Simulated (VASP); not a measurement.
Write the native input for VASP 6.6.1 that does the following.

```
Task                   : relaxation of shape and atoms at fixed volume
Functional             : PBE
Potentials or basis    : VASP PAW PBE potentials, release 64 (Li_sv, Be, F)
Cutoff                 : 600 eV
k mesh                 : 8 × 6 × 6
Occupations            : gaussian, width 0.02 eV
Spin                   : no spin polarisation
Dipole correction      : no
Further INCAR settings : ALGO = Normal; EDIFF = 1e-06; IBRION = 2; EDIFFG = -0.01; NSW = 50; ISIF = 4
```

The structure of LiBeF3 lies in POSCAR:

```
LiBeF3
1.0
    2.8244827229      0.0000000000      0.0000000000
    0.0000000000      2.6675988725      4.3132777354
    0.0000000000     -2.6675988725      4.3132777354
Li Be F
1 1 3
Direct
    0.5000000000      0.6928110388      0.6928110388
    0.0000000000      0.0556949345      0.0556949345
    0.0000000000      0.9031046176      0.3978357202
    0.0000000000      0.3978357202      0.9031046176
    0.5000000000      0.9498806618      0.9498806618
```

One way to write it, as run:

INCAR

```
SYSTEM = LiBeF3
ALGO     = Normal         ! electronic algorithm
EDIFF    = 1E-6           ! SCF threshold, eV
EDIFFG   = -0.01          ! ionic threshold
ENCUT    = 600            ! plane-wave cutoff, eV
GGA      = PE             ! functional
IBRION   = 2              ! ionic algorithm
ISIF     = 4              ! what is computed and relaxed
ISMEAR   = 0              ! smearing method
LASPH    = .True.         ! aspherical terms in the spheres
LCHARG   = .False.        ! write CHGCAR
LREAL    = .False.        ! projectors in reciprocal space
LWAVE    = .False.        ! write WAVECAR
NELM     = 60             ! most SCF steps
NSW      = 50             ! ionic steps
PREC     = Accurate       ! precision mode
SIGMA    = 0.02           ! smearing width, eV
```

KPOINTS

```
k-points
0
Gamma
  8 6 6
  0 0 0
```

Potentials or basis: VASP PAW PBE potentials, release 64 (Li_sv, Be, F).

The run is started by

```console
$ cat potpaw_PBE.64/Li_sv/POTCAR potpaw_PBE.64/Be/POTCAR potpaw_PBE.64/F/POTCAR > POTCAR
$ mpirun -np 1 vasp_std > vasp.out
```

It gave:

```yaml
Energy_gained_by_relaxing: 1.9 meV/atom
Ionic_steps: 16
Pressure_after_relaxing: -2.7 GPa
Largest_force_after_relaxing: 0.004 eV/Å
Band_gap_on_the_k_mesh: 7.29 eV (least direct gap 7.32 eV)
```

Caveat: the cutoff is under 1.25 times the usual one of these potentials, so pressure, stress and relaxed cells hold a basis-set (Pulay) error.

It took 4.4 min on 1 thread of Intel(R) Xeon(R) 6975P-C (Granite Rapids) (shared host), peak memory 0.24 GiB.
